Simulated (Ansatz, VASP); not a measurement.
# VH4 in VASP and in Ansatz

File INCAR:

```
SYSTEM = VH4
  PREC = Accurate
  ENCUT = 600
  EDIFF = 1E-6
  ISMEAR = 0
  SIGMA = 0.1
  LREAL = .False.
  LASPH = .True.
  NELM = 150
  ALGO = Normal
  ISIF = 3
  LWAVE = .False.
  LCHARG = .False.
  ISPIN = 2
  MAGMOM = 2 0 0 0 0
  LORBIT = 11
  LMAXMIX = 4
  GGA = PE
  IBRION = 2
  NSW = 90
  EDIFFG = -0.04
```

File KPOINTS:

```
regular mesh
0
Gamma
  6 6 6
  0 0 0
```

The input POSCAR:

```
VH4
1.0
   -2.2064632900      2.2064632900      2.2064632900
    2.2064632900     -2.2064632900      2.2064632900
    2.2064632900      2.2064632900     -2.2064632900
V H
1 4
Direct
    0.0000000000      0.0000000000      0.0000000000
    0.0000000000      0.0000000000      0.5000000000
    0.5000000000      0.0000000000      0.0000000000
    0.5000000000      0.5000000000      0.5000000000
    0.0000000000      0.5000000000      0.0000000000
```

Input for Ansatz:

```yaml
crystal:
  lattice:
    - [-2.20646329, 2.20646329, 2.20646329]
    - [2.20646329, -2.20646329, 2.20646329]
    - [2.20646329, 2.20646329, -2.20646329]
  atoms:
    - { symbol: V, position: [0.0, 0.0, 0.0], spin: 2.0 }
    - { symbol: H, position: [0.0, 0.0, 0.5] }
    - { symbol: H, position: [0.5, 0.0, 0.0] }
    - { symbol: H, position: [0.5, 0.5, 0.5] }
    - { symbol: H, position: [0.0, 0.5, 0.0] }
basis:
  ecutwfc: 420
kpoints:
  mp_grid: { grid: [6, 6, 6] }
hamiltonian:
  xc: pbe
scf:
  occupations: { method: gaussian, width: 0.1 }
  lower_state_search: "off"
output:
  forces: true
  stress: true
  eigenvalues: true
  populations: true
magnetization:
  spin_polarized: true
relax:
  adjacent_minimum: "off"
  f_tol: 0.04
  max_steps: 70
  cell: { stress_tol: 0.4 }
```

Change from the starting cell: species swapped into the NiHg4 type (Im-3m, No. 229).

Alike in both runs: task relaxation of cell and atoms; functional PBE; k mesh 6 × 6 × 6; occupations gaussian, width 0.1 eV; collinear spin.

|  | VASP | Ansatz |
| --- | --- | --- |
| version | VASP 6.6.1 | Ansatz 0.2.0 |
| potentials or method | VASP PAW PBE potentials, release 64 (V_sv, H), cutoff 600 eV | scalar-relativistic, plane waves, PAW |
| valence electrons in the cell | 17 | 17 |

```csv
,VASP,Ansatz,Ansatz less VASP
"gap on the k mesh at the Fermi level, each at its own relaxed structure (eV)",none,none,-
net moment per atom (μB),0.26,0.26,0.000
size of the moment on the site where the two differ most (μB),1.19,0.86,-0.336
relaxed volume (Å³/atom),6.90,6.95,+0.043
relaxed cell length with the largest relative difference (Å),3.553,3.560,+0.0074
```

Site moments also hang on the region over which each program counts them. A gap of «none» marks a metal or a gap that the smearing closes.

Noted on VASP's run: the volume moved by over 15 % at a fixed basis, so the end points are rough.
